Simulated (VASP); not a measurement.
# AlNi3 (P6_3/mmc) in VASP: single point with PBE

Aim: the single point of AlNi3 with PBE.

All numbers are computed with VASP 6.6.1; they aren't measurements. Logs are shortened: lines on timing, memory, paths and dates and some standing lists are left out, and cuts for length are marked.

### 1 The cell of the first run

Symmetry: P6_3/mmc, No. 194, hexagonal system. The conventional cell has a = 5.072 Å, b = 5.072 Å, c = 4.078 Å, α = 90.00°, β = 90.00°, γ = 120.00°. Al (site symmetry -6m2) has 12 Ni at 2.52 to 2.54 Å within 3.3 Å. Ni (site symmetry mm2) has 8 Ni at 2.50 to 2.57 Å and 4 Al at 2.52 to 2.54 Å within 3.3 Å.

### 2 Single point, PBE

The input, INCAR:

```
ALGO     = Fast           # electronic algorithm
EDIFF    = 1E-6           # SCF threshold, eV
ENCUT    = 520            # plane-wave cutoff, eV
GGA      = PE             # functional
ISIF     = 2              # what is computed and relaxed
ISMEAR   = 0              # smearing method
LASPH    = T              # aspherical terms in the spheres
LCHARG   = F              # write CHGCAR
LREAL    = F              # projectors in reciprocal space
LWAVE    = F              # write WAVECAR
NBANDS   = 43             # bands
NELM     = 80             # most SCF steps
PREC     = Accurate       # precision mode
SIGMA    = 0.1            # smearing width, eV
```

The input, KPOINTS:

```
k-points
0
Gamma
  12 12 10
```

The input, POSCAR:

```
AlNi3
1.0
    5.0720591958      0.0000000000      0.0000000000
   -2.5360295979      4.3925321130      0.0000000000
    0.0000000000      0.0000000000      4.0777133086
Al Ni
2 6
Direct
    0.6666666667      0.3333333333      0.2500000000
    0.3333333333      0.6666666667      0.7500000000
    0.3293773764      0.1646886882      0.7500000000
    0.8353113118      0.1646886882      0.7500000000
    0.8353113118      0.6706226236      0.7500000000
    0.6706226236      0.8353113118      0.2500000000
    0.1646886882      0.8353113118      0.2500000000
    0.1646886882      0.3293773764      0.2500000000
```

Potentials or basis: VASP PAW PBE potentials, release 64 (Al, Ni).

The run is started by

```console
$ cat potpaw_PBE.64/Al/POTCAR potpaw_PBE.64/Ni/POTCAR > POTCAR
$ mpirun -np 1 vasp_std > vasp.out
```

OUTCAR:

```text
EDIFF = 1E-6
   ENCUT = 520
   GGA = PE
   ISIF = 2
   ISMEAR = 0
   LASPH = T
   LREAL = F
   NELM = 80
   PREC = Accurate

 ion  position               nearest neighbor table
   1  0.667  0.333  0.250-   4 2.52   4 2.52   5 2.52   5 2.52   3 2.52   3 2.52   6 2.54   8 2.54
                             7 2.54   7 2.54   6 2.54   8 2.54
   2  0.333  0.667  0.750-   7 2.52   7 2.52   8 2.52   8 2.52   6 2.52   6 2.52   3 2.54   5 2.54
                             4 2.54   4 2.54   3 2.54   5 2.54
   3  0.329  0.165  0.750-   7 2.50   7 2.50   8 2.50   8 2.50   5 2.51   4 2.51   1 2.52   1 2.52
                             2 2.54   2 2.54   5 2.57   4 2.57
   4  0.835  0.165  0.750-   6 2.50   6 2.50   8 2.50   8 2.50   5 2.51   3 2.51   1 2.52   1 2.52
                             2 2.54   2 2.54   5 2.57   3 2.57
   5  0.835  0.671  0.750-   6 2.50   6 2.50   7 2.50   7 2.50   3 2.51   4 2.51   1 2.52   1 2.52
                             2 2.54   2 2.54   4 2.57   3 2.57
   6  0.671  0.835  0.250-   4 2.50   4 2.50   5 2.50   5 2.50   8 2.51   7 2.51   2 2.52   2 2.52
                             1 2.54   1 2.54   8 2.57   7 2.57
   7  0.165  0.835  0.250-   3 2.50   3 2.50   5 2.50   5 2.50   8 2.51   6 2.51   2 2.52   2 2.52
                             1 2.54   1 2.54   8 2.57   6 2.57
   8  0.165  0.329  0.250-   3 2.50   3 2.50   4 2.50   4 2.50   6 2.51   7 2.51   2 2.52   2 2.52
                             1 2.54   1 2.54   7 2.57   6 2.57

  LATTYP: Found a hexagonal cell.
 ALAT       =     5.0720591958
 C/A-ratio  =     0.8039561746

  Lattice vectors:

 A1 = (   5.0720591958,   0.0000000000,   0.0000000000)
 A2 = (  -2.5360295979,   4.3925321130,   0.0000000000)
 A3 = (   0.0000000000,   0.0000000000,   4.0777133086)

Analysis of symmetry for initial positions (statically):
=====================================================================
 Subroutine PRICEL returns:
 Original cell was already a primitive cell.

 Routine SETGRP: Setting up the symmetry group for a
 hexagonal supercell.

 Subroutine GETGRP returns: Found 24 space group operations
 (whereof 12 operations were pure point group operations)
 out of a pool of 24 trial point group operations.

The static configuration has the point symmetry D_3d.
 The point group associated with its full space group is D_6h.

Analysis of symmetry for dynamics (positions and initial velocities):
=====================================================================
 Subroutine PRICEL returns:
 Original cell was already a primitive cell.

 Routine SETGRP: Setting up the symmetry group for a
 hexagonal supercell.

 Subroutine GETGRP returns: Found 24 space group operations
 (whereof 12 operations were pure point group operations)
 out of a pool of 24 trial point group operations.

The dynamic configuration has the point symmetry D_3d.
 The point group associated with its full space group is D_6h.
[... 119 lines left out ...]
   POTIM  = 0.5000    time-step for ionic-motion
   TEBEG  =    0.0;   TEEND  =   0.0 temperature during run
   PSTRESS=    0.0 pullay stress
   NELECT =      66.0000    total number of electrons
   NUPDOWN=      -1.0000    fix difference up-down
   EMIN   =  10.00;   EMAX   =-10.00  energy-range for DOS
   EFERMI =   0.00;   METHOD = LEGACY
   ISMEAR =     0;   SIGMA  =   0.10  broadening in eV -4-tet -1-fermi 0-gaus
   EFERMI_NEDOS =   21; number of points for ismear=-14 and -15
   IALGO  =     68    algorithm
   IMIX   =      4    mixing-type and parameters
     AMIX     =   0.40;   BMIX     =  1.00
     AMIX_MAG =   1.60;   BMIX_MAG =  1.00
  volume/ion in A,a.u.               =      11.36        76.63
  Fermi-wavevector in a.u.,A,eV,Ry     =   1.471694  2.781098 29.468627  2.165883
  Thomas-Fermi vector in A             =   2.586799
   LORBIT       =      0    0 simple, 1 ext, 2 COOP (PROOUT), +10 PAW based schemes
   GGA     = PE    functional components
   LHFCALC =     F    Hartree Fock is set to
   AEXX    =    0.0000 exact exchange contribution
   IVDW    =     0    specifies the selected vdW correction
   LEPSILON=     F    determine dielectric tensor
   LRPA    =     F    only Hartree local field effects (RPA)
 non-spin polarized calculation
 RMM-DIIS sequential band-by-band and
 Gauss-broadening in eV      SIGMA  =   0.10
  energy-cutoff  :      520.00
  volume of cell :       90.85
 maximum number of plane-waves:      2488
 NGX is ok and might be reduce to    40
   NGX = 19   NGY = 19   NGZ = 15

 number of electron      66.0000021 magnetization

 Free energy of the ion-electron system (eV)
  ---------------------------------------------------
  ext. energy  EPLUGINS =         0.00000000
  ---------------------------------------------------
  free energy    TOTEN  =       -43.71842712 eV

  energy without entropy =      -43.65702022  energy(sigma->0) =      -43.68772367

 E-fermi :   9.4053     XC(G=0): -12.6456

 val. band max:        9.4046876754   @ k =   0.0000   0.0000   0.1000
 cond. band min:       9.4056723401   @ k =   0.0000   0.0000   0.4000
 fundamental gap:      0.0009846647
 Fermi energy:         9.4053490726

 k-point     1 :       0.0000    0.0000    0.0000
  band No.  band energies     occupation
      1      -0.4904      2.00000
      2       4.0558      2.00000
      3       5.5220      2.00000
      4       5.5220      2.00000
      5       5.7073      2.00000
      6       5.7314      2.00000
[... 1093 lines left out ...]
     42      15.5102      0.00000
     43      16.6469      0.00000

 [... further k-points ...]
[... 5 lines left out ...]
  --------------------------------------------------------------------------------------
  -------------------------------------------------------------------------------------
  Total        0.0698159      0.0698159      0.0396841      0.0000000     -0.0000000      0.0000000
  in kB        1.2312576      1.2312576      0.6998592      0.0000000     -0.0000000      0.0000000
  external PRESSURE =       1.0541248 kB  Pullay stress =       0.0000000 kB

 VOLUME and BASIS-vectors are now :
 -----------------------------------------------------------------------------
  energy-cutoff  :      520.00
  volume of cell :       90.85
      direct lattice vectors                 reciprocal lattice vectors
     5.072059196  0.000000000  0.000000000     0.197158582  0.113829561  0.000000000
    -2.536029598  4.392532113  0.000000000     0.000000000  0.227659121  0.000000000
     0.000000000  0.000000000  4.077713309     0.000000000  0.000000000  0.245235485

 POSITION                                       TOTAL-FORCE (eV/Angst)
 -----------------------------------------------------------------------------------
      2.53603      1.46418      1.01943         0.000000      0.000000      0.000000
     -0.00000      2.92835      3.05828         0.000000     -0.000000     -0.000000
      1.25297      0.72340      3.05828         0.002757      0.001592     -0.000000
      3.81909      0.72340      3.05828        -0.002757      0.001592      0.000000
      2.53603      2.94573      3.05828         0.000000     -0.003184      0.000000
      1.28306      3.66913      1.01943        -0.002757     -0.001592      0.000000
     -1.28306      3.66913      1.01943         0.002757     -0.001592      0.000000
      0.00000      1.44680      1.01943        -0.000000      0.003184     -0.000000
 -----------------------------------------------------------------------------------
    total drift:                               -0.000000     -0.000000      0.000000

  FREE ENERGIE OF THE ION-ELECTRON SYSTEM (eV)
  ---------------------------------------------------
  free  energy   TOTEN  =       -43.7184271194 eV

  energy  without entropy=      -43.6570202193  energy(sigma->0) =      -43.68772367
```

OSZICAR:

```text
N       E                     dE             d eps       ncg     rms          rms(c)
DAV:   1     0.462538166330E+03    0.46254E+03   -0.28810E+04  9804   0.203E+03
DAV:   2    -0.136520779943E+02   -0.47619E+03   -0.45612E+03  9804   0.395E+02
DAV:   3    -0.508020312131E+02   -0.37150E+02   -0.33959E+02 10047   0.141E+02
DAV:   4    -0.516307687063E+02   -0.82874E+00   -0.82294E+00 11353   0.218E+01
DAV:   5    -0.516534552886E+02   -0.22687E-01   -0.22678E-01 12798   0.290E+00    0.268E+01
RMM:   6    -0.530147298925E+02   -0.13613E+01   -0.11240E+02 10335   0.964E+01    0.300E+01
RMM:   7    -0.438132898189E+02    0.92014E+01   -0.33350E+01  9807   0.570E+01    0.364E+00
RMM:   8    -0.437439677633E+02    0.69322E-01   -0.23808E-01 10390   0.276E+00    0.132E+00
RMM:   9    -0.437180175162E+02    0.25950E-01   -0.60176E-02 10660   0.149E+00    0.285E-01
RMM:  10    -0.437180252651E+02   -0.77489E-05   -0.16223E-02 10980   0.852E-01    0.259E-01
RMM:  11    -0.437182239439E+02   -0.19868E-03   -0.81121E-03 11567   0.589E-01    0.131E-01
RMM:  12    -0.437183433544E+02   -0.11941E-03   -0.20310E-03 11792   0.310E-01    0.746E-02
RMM:  13    -0.437184237756E+02   -0.80421E-04   -0.78324E-04 13742   0.128E-01    0.237E-02
RMM:  14    -0.437184304232E+02   -0.66476E-05   -0.85740E-05 12071   0.433E-02    0.212E-02
RMM:  15    -0.437184262998E+02    0.41234E-05   -0.23553E-05 10876   0.398E-02    0.256E-03
RMM:  16    -0.437184271194E+02   -0.81960E-06   -0.88036E-06  9586   0.139E-02
   1 F= -.43718427E+02 E0= -.43687724E+02  d E =-.614069E-01
```

Wall time 4.8 min (1 thread of AMD EPYC 9R45 (Zen 5), shared host); peak memory 0.41 GiB.

Results:

| Quantity | Value |
| --- | --- |
| Free energy | -43.7184 eV |
| Pressure | 0.1 GPa |
| Largest force | 0.003 eV/Å |
| Band gap on the k mesh | zero (band 33 reaches 9.83 eV, above the bottom of band 34 at 9.24 eV) |

Forces in eV/Å, atoms in the order of the input:
```
Al   0.000  0.000  0.000
Al   0.000  0.000  0.000
Ni   0.003  0.002  0.000
Ni  -0.003  0.002  0.000
Ni   0.000 -0.003  0.000
Ni  -0.003 -0.002  0.000
Ni   0.003 -0.002  0.000
Ni   0.000  0.003  0.000
```

Levels at points of the mesh, in eV from the Fermi level:
| k point | band 31 | band 32 | band 33 | band 34 | band 35 | band 36 |
| --- | --- | --- | --- | --- | --- | --- |
| (0.00, 0.00, 0.00) | -0.06 | 0.04 | 0.07 | 0.77 | 0.77 | 1.05 |
| (0.50, 0.00, 0.00) | -0.54 | -0.08 | -0.05 | 0.86 | 2.22 | 2.97 |
| (0.00, 0.00, 0.50) | 0.02 | 0.02 | 0.43 | 0.43 | 0.43 | 0.43 |
| (0.50, 0.00, 0.50) | -0.26 | -0.26 | -0.14 | -0.14 | 0.96 | 0.96 |

Spin polarisation is off, so any magnetic state and its effect on volume and gap are missing.
